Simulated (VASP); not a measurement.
# PbO2 (Fm-3m) in VASP: a series of runs

Aim: see how the results for PbO2 move with the level of theory and the settings. Levels: PBE+D4, PBE, revPBE. Tasks: single point.

Everything below comes from runs of VASP 6.6.1. Logs are shortened: lines on timing, memory, paths and dates and some standing lists are left out, and cuts for length are marked.

## Step 1: The cell of the first run

It takes space group Fm-3m (No. 225, cubic). The conventional cell has a = 5.404 Å, b = 5.404 Å, c = 5.404 Å, α = 90.00°, β = 90.00°, γ = 90.00°. Pb (site symmetry m-3m) has 8 O at 2.34 Å within 3.1 Å. O (site symmetry -43m) has 4 Pb at 2.34 Å and 6 O at 2.70 Å within 3.1 Å.

## Step 2: Single point, PBE+D4

INCAR reads:

```
SYSTEM = PbO2
  ALGO = Normal
  EDIFF = 1E-7
  ENCUT = 520
  GGA = PE
  ISIF = 2
  ISMEAR = 0
  IVDW = 13
  LASPH = .TRUE.
  LCHARG = .FALSE.
  LREAL = .FALSE.
  LWAVE = .FALSE.
  NBANDS = 20
  NELM = 100
  PREC = Accurate
  SIGMA = 0.1
```

KPOINTS reads:

```
k-points
0
G
  6 6 6
  0 0 0
```

POSCAR reads:

```
PbO2
1.0
    0.0000000000      2.7019920000      2.7019920000
    2.7019920000      0.0000000000      2.7019920000
    2.7019920000      2.7019920000      0.0000000000
Pb O
1 2
Direct
    0.0000000000      0.0000000000      0.0000000000
    0.2500000000      0.2500000000      0.2500000000
    0.7500000000      0.7500000000      0.7500000000
```

Potentials or basis: VASP PAW PBE potentials, release 64 (Pb_d, O).

Run with:

```console
> cat potpaw_PBE.64/Pb_d/POTCAR potpaw_PBE.64/O/POTCAR > POTCAR
> mpirun -np 1 vasp_std > vasp.out
```

OUTCAR:

```text
SYSTEM = PbO2
   EDIFF = 1E-7
   ENCUT = 520
   GGA = PE
   ISIF = 2
   ISMEAR = 0
   IVDW = 13
   LASPH = .TRUE.
   LREAL = .FALSE.
   NELM = 100
   PREC = Accurate

 ion  position               nearest neighbor table
   1  0.000  0.000  0.000-   3 2.34   3 2.34   3 2.34   2 2.34   2 2.34   2 2.34   3 2.34   2 2.34

   2  0.250  0.250  0.250-   1 2.34   1 2.34   1 2.34   1 2.34
   3  0.750  0.750  0.750-   1 2.34   1 2.34   1 2.34   1 2.34

  LATTYP: Found a face centered cubic cell.
 ALAT       =     5.4039840000

  Lattice vectors:

 A1 = (   0.0000000000,   2.7019920000,   2.7019920000)
 A2 = (   2.7019920000,   0.0000000000,   2.7019920000)
 A3 = (   2.7019920000,   2.7019920000,   0.0000000000)

Analysis of symmetry for initial positions (statically):
=====================================================================
 Subroutine PRICEL returns:
 Original cell was already a primitive cell.

 Routine SETGRP: Setting up the symmetry group for a
 face centered cubic supercell.

 Subroutine GETGRP returns: Found 48 space group operations
[... 9 lines left out ...]

 Routine SETGRP: Setting up the symmetry group for a
 face centered cubic supercell.

 Subroutine GETGRP returns: Found 48 space group operations
[... 11 lines left out ...]
                                     Primitive cell

  volume of cell :      39.4532

  direct lattice vectors                    reciprocal lattice vectors
     0.000000000  2.701992000  2.701992000    -0.185048660  0.185048660  0.185048660
     2.701992000  0.000000000  2.701992000     0.185048660 -0.185048660  0.185048660
     2.701992000  2.701992000  0.000000000     0.185048660  0.185048660 -0.185048660

  length of vectors
     3.821193732  3.821193732  3.821193732     0.320513682  0.320513682  0.320513682

  position of ions in fractional coordinates (direct lattice)
     0.000000000  0.000000000  0.000000000
     0.250000000  0.250000000  0.250000000
     0.750000000  0.750000000  0.750000000

  ion indices of the primitive-cell ions
   primitive index   ion index
                 1           1
                 2           2
                 3           3

----------------------------------------------------------------------------------------

 KPOINTS: k-points

Automatic generation of k-mesh.
 Grid dimensions read from file:
 generate k-points for:    6    6    6

 Generating k-lattice:

  Cartesian coordinates                     Fractional coordinates (reciprocal lattice)
    -0.030841443  0.030841443  0.030841443     0.166666667  0.000000000  0.000000000
     0.030841443 -0.030841443  0.030841443     0.000000000  0.166666667  0.000000000
     0.030841443  0.030841443 -0.030841443     0.000000000  0.000000000  0.166666667

  Length of vectors
     0.053418947  0.053418947  0.053418947

  Shift w.r.t. Gamma in fractional coordinates (k-lattice)
     0.000000000  0.000000000  0.000000000

 Subroutine IBZKPT returns following result:
 ===========================================

 Found     16 irreducible k-points:

 Following reciprocal coordinates:
            Coordinates               Weight
  0.000000  0.000000  0.000000      1.000000
  0.166667  0.000000  0.000000      8.000000
  0.333333  0.000000  0.000000      8.000000
  0.500000  0.000000  0.000000      4.000000
  0.166667  0.166667  0.000000      6.000000
  0.333333  0.166667  0.000000     24.000000
[... 8 lines left out ...]
 -0.333333  0.333333  0.166667     24.000000
 -0.333333  0.500000  0.166667     12.000000
   k-points           NKPTS =     16   k-points in BZ     NKDIM =     16   number of bands    NBANDS=     20
   number of dos      NEDOS =    301   number of ions     NIONS =      3
   total plane-waves  NPLWV =  21952
   dimension x,y,z NGX =    28 NGY =   28 NGZ =   28
   dimension x,y,z NGXF=    56 NGYF=   56 NGZF=   56
   ions per type =               1   2
   NGX,Y,Z   is equivalent  to a cutoff of  12.18, 12.18, 12.18 a.u.
   NGXF,Y,Z  is equivalent  to a cutoff of  24.36, 24.36, 24.36 a.u.
 SYSTEM =  PbO2
   PREC   = accura    normal or accurate (medium, high low for compatibility)
   ISTART =      0    job   : 0-new  1-cont  2-samecut
   ICHARG =      2    charge: 1-file 2-atom 10-const
   ISPIN  =      1    spin polarized calculation?
   LNONCOLLINEAR =      F non collinear calculations
   LSORBIT =      F    spin-orbit coupling
   LASPH  =      T    aspherical Exc in radial PAW
   ENCUT  =  520.0 eV  38.22 Ry    6.18 a.u.   7.10  7.10  7.10*2*pi/ulx,y,z
   NELM   =    100;   NELMIN=  2; NELMDL= -5     # of ELM steps
   EDIFF  = 0.1E-06   stopping-criterion for ELM
   LREAL  =      F    real-space projection
   EDIFFG = 0.1E-05   stopping-criterion for IOM
   NSW    =      0    number of steps for IOM
   IBRION =     -1    ionic relax: 0-MD 1-quasi-New 2-CG
   NFREE  =      0    steps in history (QN), initial steepest desc. (CG)
   ISIF   =      2    stress and relaxation
   ISYM   =      2    0-nonsym 1-usesym 2-fastsym
   POTIM  = 0.5000    time-step for ionic-motion
   TEBEG  =    0.0;   TEEND  =   0.0 temperature during run
   PSTRESS=    0.0 pullay stress
   NELECT =      26.0000    total number of electrons
   NUPDOWN=      -1.0000    fix difference up-down
   EMIN   =  10.00;   EMAX   =-10.00  energy-range for DOS
   EFERMI =   0.00;   METHOD = LEGACY
   ISMEAR =     0;   SIGMA  =   0.10  broadening in eV -4-tet -1-fermi 0-gaus
   EFERMI_NEDOS =   21; number of points for ismear=-14 and -15
   IALGO  =     38    algorithm
   IMIX   =      4    mixing-type and parameters
     AMIX     =   0.40;   BMIX     =  1.00
     AMIX_MAG =   1.60;   BMIX_MAG =  1.00
  volume/ion in A,a.u.               =      13.15        88.75
  Fermi-wavevector in a.u.,A,eV,Ry     =   1.424640  2.692180 27.614384  2.029600
  Thomas-Fermi vector in A             =   2.545110
   LORBIT       =      0    0 simple, 1 ext, 2 COOP (PROOUT), +10 PAW based schemes
   GGA     = PE    functional components
   LHFCALC =     F    Hartree Fock is set to
   AEXX    =    0.0000 exact exchange contribution
   IVDW    =    13    specifies the selected vdW correction
   LEPSILON=     F    determine dielectric tensor
   LRPA    =     F    only Hartree local field effects (RPA)
 non-spin polarized calculation
 Gauss-broadening in eV      SIGMA  =   0.10
  energy-cutoff  :      520.00
  volume of cell :       39.45
 maximum number of plane-waves:      1073
   NGX = 15   NGY = 15   NGZ = 15

 number of electron      25.9999989 magnetization

 Free energy of the ion-electron system (eV)
  ---------------------------------------------------
  ext. energy  EPLUGINS =         0.00000000
  ---------------------------------------------------
  free energy    TOTEN  =       -15.60965970 eV

  energy without entropy =      -15.60842376  energy(sigma->0) =      -15.60904173

 E-fermi :   5.7245     XC(G=0): -11.1434

 val. band max:        5.6268676308   @ k =  -0.3333   0.5000   0.1667
 cond. band min:       5.9365301301   @ k =   0.1667   0.1667   0.0000
 fundamental gap:      0.3096624993
 Fermi energy:         5.7245335228

 k-point     1 :       0.0000    0.0000    0.0000
  band No.  band energies     occupation
      1     -12.8660      2.00000
      2     -10.0603      2.00000
      3     -10.0603      2.00000
      4     -10.0603      2.00000
      5     -10.0554      2.00000
      6      -9.8290      2.00000
[... 12 lines left out ...]
     19      21.2149      0.00000
     20      21.2149      0.00000

 k-point     2 :       0.1667    0.0000    0.0000
  band No.  band energies     occupation
      1     -12.6545      2.00000
      2     -10.9120      2.00000
      3     -10.0306      2.00000
      4     -10.0306      2.00000
      5      -9.8293      2.00000
      6      -9.8293      2.00000
[... 12 lines left out ...]
     19      21.0096      0.00000
     20      21.0096      0.00000

 k-point     3 :       0.3333    0.0000    0.0000
  band No.  band energies     occupation
      1     -12.2927      2.00000
      2     -11.3089      2.00000
      3      -9.9944      2.00000
      4      -9.9944      2.00000
      5      -9.8047      2.00000
      6      -9.8047      2.00000
[... 12 lines left out ...]
     19      20.7826      0.00000
     20      20.7826      0.00000

 k-point     4 :       0.5000    0.0000    0.0000
  band No.  band energies     occupation
      1     -12.2516      2.00000
      2     -11.1948      2.00000
      3      -9.9897      2.00000
      4      -9.9897      2.00000
      5      -9.7779      2.00000
      6      -9.7779      2.00000
[... 12 lines left out ...]
     19      20.7073      0.00000
     20      20.7073      0.00000

 k-point     5 :       0.1667    0.1667    0.0000
  band No.  band energies     occupation
      1     -12.5740      2.00000
      2     -11.0821      2.00000
      3     -10.0012      2.00000
      4     -10.0012      2.00000
      5      -9.8544      2.00000
      6      -9.8130      2.00000
[... 12 lines left out ...]
     19      21.0497      0.00000
     20      21.3299      0.00000
[... 169 lines left out ...]
      6      -9.7649      2.00000
[... 12 lines left out ...]
     19      21.8287      0.00000
     20      22.4259      0.00000

 k-point    14 :       0.5000    0.3333    0.1667
  band No.  band energies     occupation
      1     -11.9196      2.00000
      2     -11.7866      2.00000
      3      -9.8980      2.00000
      4      -9.8831      2.00000
      5      -9.8152      2.00000
      6      -9.5495      2.00000
[... 12 lines left out ...]
     19      21.3094      0.00000
     20      23.3344      0.00000

 k-point    15 :      -0.3333    0.3333    0.1667
  band No.  band energies     occupation
      1     -11.9573      2.00000
      2     -11.7298      2.00000
      3      -9.8913      2.00000
      4      -9.8657      2.00000
      5      -9.7999      2.00000
      6      -9.1187      2.00000
[... 12 lines left out ...]
     19      21.3419      0.00000
     20      23.3170      0.00000

 k-point    16 :      -0.3333    0.5000    0.1667
  band No.  band energies     occupation
      1     -11.9750      2.00000
      2     -11.6906      2.00000
      3      -9.9173      2.00000
      4      -9.8090      2.00000
      5      -9.7944      2.00000
      6      -9.3386      2.00000
[... 12 lines left out ...]
     19      22.1521      0.00000
     20      22.5118      0.00000

------------------------ aborting loop because EDIFF is reached ----------------------------------------

  DFT-D4 for vdW energy calculation

  Edisp (eV):   -0.81671

  FORCE on cell =-STRESS in cart. coord.  units (eV):
  Direction    XX          YY          ZZ          XY          YZ          ZX
  --------------------------------------------------------------------------------------
  -------------------------------------------------------------------------------------
  Total      -0.68996    -0.68996    -0.68996     0.00000     0.00000     0.00000
  in kB     -28.01897   -28.01897   -28.01897     0.00000     0.00000     0.00000
  external pressure =      -28.02 kB  Pullay stress =        0.00 kB

 VOLUME and BASIS-vectors are now :
 -----------------------------------------------------------------------------
  energy-cutoff  :      520.00
  volume of cell :       39.45
      direct lattice vectors                 reciprocal lattice vectors
     0.000000000  2.701992000  2.701992000    -0.185048660  0.185048660  0.185048660
     2.701992000  0.000000000  2.701992000     0.185048660 -0.185048660  0.185048660
     2.701992000  2.701992000  0.000000000     0.185048660  0.185048660 -0.185048660

 POSITION                                       TOTAL-FORCE (eV/Angst)
 -----------------------------------------------------------------------------------
      0.00000      0.00000      0.00000         0.000000     -0.000000     -0.000000
      1.35100      1.35100      1.35100        -0.000000     -0.000000      0.000000
      4.05299      4.05299      4.05299         0.000000      0.000000     -0.000000
 -----------------------------------------------------------------------------------
    total drift:                                0.000000      0.000000      0.000000

  FREE ENERGIE OF THE ION-ELECTRON SYSTEM (eV)
  ---------------------------------------------------
  free  energy   TOTEN  =       -16.4263658194 eV

  energy  without entropy=      -16.4251298750  energy(sigma->0) =      -16.42574785
```

It took 14 s on 1 thread of AMD EPYC 7R43 (Zen 3), shared host; peak memory 0.13 GiB.

What came out:

```yaml
Free_energy: -16.4264 eV
Pressure: -2.8 GPa
Band_gap_on_the_k_mesh: zero (band 13 reaches 5.63 eV, above the bottom of band 14 at 4.44 eV)
Dispersion_energy_per_atom: -0.272 eV
```

Caveat: spin-orbit coupling is left out, which moves the levels of the heavy elements; pairwise dispersion overbinds metals, which lowers pressure and volume.

## Step 3: Single point, PBE

INCAR reads:

```
SYSTEM = PbO2
PREC = Accurate ; ENCUT = 520
EDIFF = 1E-7 ; ISMEAR = 0
SIGMA = 0.1 ; LREAL = .False.
LASPH = .True. ; NELM = 80
ALGO = Normal ; ISIF = 2
LWAVE = .False. ; LCHARG = .False.
GGA = PE ; NBANDS = 20
NELECT = 25.5
```

KPOINTS reads:

```
regular mesh
0
Gamma
  6 6 6
  0 0 0
```

POSCAR is that of step 2.

Potentials or basis: VASP PAW PBE potentials, release 64 (Pb_d, O).

Run with:

```console
> cat potpaw_PBE.64/Pb_d/POTCAR potpaw_PBE.64/O/POTCAR > POTCAR
> mpirun -np 1 vasp_std > vasp.out
```

It took 12 s on 1 thread of AMD EPYC 7R43 (Zen 3), shared host; peak memory 0.12 GiB.

The run converged. Its results:

```
Free energy : -18.2186 eV
```

Levels at points of the mesh, in eV from the Fermi level:
| k point | band 11 | band 12 | band 13 | band 14 | band 15 | band 16 |
| --- | --- | --- | --- | --- | --- | --- |
| (0.00, 0.00, 0.00) | -1.58 | -0.86 | -0.86 | -0.86 | 7.92 | 7.92 |
| (0.50, 0.00, 0.00) | -2.32 | -1.04 | -1.04 | 2.98 | 7.89 | 10.26 |
| (0.50, 0.50, 0.00) | 0.03 | 0.14 | 0.14 | 2.28 | 7.01 | 10.44 |

Caveat: the cell carries a net charge on a neutralising background, which shifts energy and pressure; the cell is charged against a uniform background, so pressure and absolute levels hang on convention; spin-orbit coupling is left out, which moves the levels of the heavy elements.

## Step 4: Single point, revPBE

INCAR reads:

```
ALGO = Normal ; EDIFF = 1E-7
ENCUT = 520 ; GGA = RE
ISIF = 2 ; ISMEAR = -4
LASPH = T ; LCHARG = F
LREAL = F ; LWAVE = F
NBANDS = 20 ; NELM = 80
PREC = Accurate ; SIGMA = 0.1
```

KPOINTS reads:

```
k-points
0
Gamma
  6 6 6
```

POSCAR is that of step 3.

Run with:

```console
> cat potpaw_PBE.64/Pb_d/POTCAR potpaw_PBE.64/O/POTCAR > POTCAR
> mpirun -np 1 vasp_std > vasp.out
```

Wall time 17 s (1 thread of AMD EPYC 7R43 (Zen 3), shared host); peak memory 0.12 GiB.

The run converged. Its results:

| Quantity | Value |
| --- | --- |
| Free energy | -14.5321 eV |
| Pressure | 3.1 GPa |
| Band gap on the k mesh | zero (band 13 reaches 5.74 eV, above the bottom of band 14 at 4.55 eV) |

Levels at points of the mesh, in eV from the Fermi level:
```tsv
k point	band 9	band 10	band 11	band 12	band 13	band 14	band 15	band 16	band 17	band 18
(0.00, 0.00, 0.00)	-1.88	-1.88	-1.88	-1.11	-1.11	-1.11	7.15	7.15	7.15	12.16
(0.50, 0.00, 0.00)	-3.16	-2.66	-2.66	-1.32	-1.32	2.67	7.35	9.64	9.64	14.63
(0.50, 0.50, 0.00)	-4.35	-4.35	-0.15	-0.05	-0.05	1.79	6.34	9.77	10.96	10.96
```

Caveat: the PAW data sets were made with another functional, which shifts forces and pressure a little; spin-orbit coupling is left out, which moves the levels of the heavy elements.

(Continued in part 2 of 2.)
